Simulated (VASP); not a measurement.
The system is AlO2.

```
Al O
1.0
     2.48446    0.00000    0.00000
     0.00000    2.48446    0.00000
     0.00000    0.00000    5.12606
Al O
1 2
Direct
  0.00000 0.00000 0.00000
  0.50000 0.50000 0.29500
  0.50000 0.50000 0.70500
```

The cell was generated, and may not be a known phase.

Base run:

| Property | Result |
| --- | --- |
| Program | VASP 6.6.1 |
| Functional | PBE |
| Potentials or basis | VASP PAW PBE potentials, release 64 (Al, O) |
| Cutoff | 520 eV |
| k mesh | 8 × 8 × 4 |
| Occupations | gaussian, width 0.1 eV |
| Spin | collinear spin, ferromagnetic start |
| Starting moments | [0.0, 1.0, 1.0] μB |

Its results: pressure -11.3 GPa; largest force 5.220 eV/Å.

Question: The run is repeated on the same cell with these changes: spin from collinear spin, ferromagnetic start to no spin polarisation; further incar settings from ALGO = Normal; EDIFF = 1e-06; NBANDS = 18 to ALGO = Normal; EDIFF = 1e-07; NBANDS = 14. What comes out?

Answer: Pressure -12.1 GPa; largest force 5.200 eV/Å.

Caveats: the stress differs along the axes, from -60 to 13 GPa (at least some runs); forces of over 1 eV/Å act on the atoms, so gaps and moduli don't describe the material at rest (at least some runs); the stress differs along the axes, from -61 to 12 GPa (at least some runs); an odd number of electrons without spin polarisation forces a metal (at least some runs); a magnetic or distorted state may lie lower (at least some runs).
